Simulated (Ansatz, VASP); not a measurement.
# Two plane-wave programs on AlNi

```xyz
2
Lattice="0.0000 2.6554 2.6554 2.6554 0.0000 2.6554 2.6554 2.6554 0.0000" Properties=species:S:1:pos:R:3 pbc="T T T"
Al    0.0000    0.0000    0.0000
Ni    1.3277    1.3277    1.3277
```

Alike in both runs: functional r2SCAN; k mesh 18 × 18 × 18; occupations gaussian, width 0.1 eV; no spin polarisation.

Ansatz relaxed the structure, and its values are those at the end. VASP's run is a single point on that final structure, the one shown.

|  | VASP | Ansatz |
| --- | --- | --- |
| version | VASP 6.6.1 | Ansatz 0.2.0 |
| potentials or method | VASP PAW PBE potentials, release 64 (Al, Ni), cutoff 520 eV | scalar-relativistic, plane waves, PAW |
| valence electrons in the cell | 13 | 21 |

```tsv
	VASP	Ansatz	Ansatz less VASP
gap on the k mesh at the Fermi level (eV)	none	none	-
pressure (GPa)	-0.2	0.0	+0.17
```

VASP's potentials were made for PBE, not for r2SCAN. A gap of «none» marks a metal or a gap that the smearing closes. VASP's potentials hold 13 valence electrons a cell and Ansatz's 21, so a difference there can come from the potentials and not from the codes.
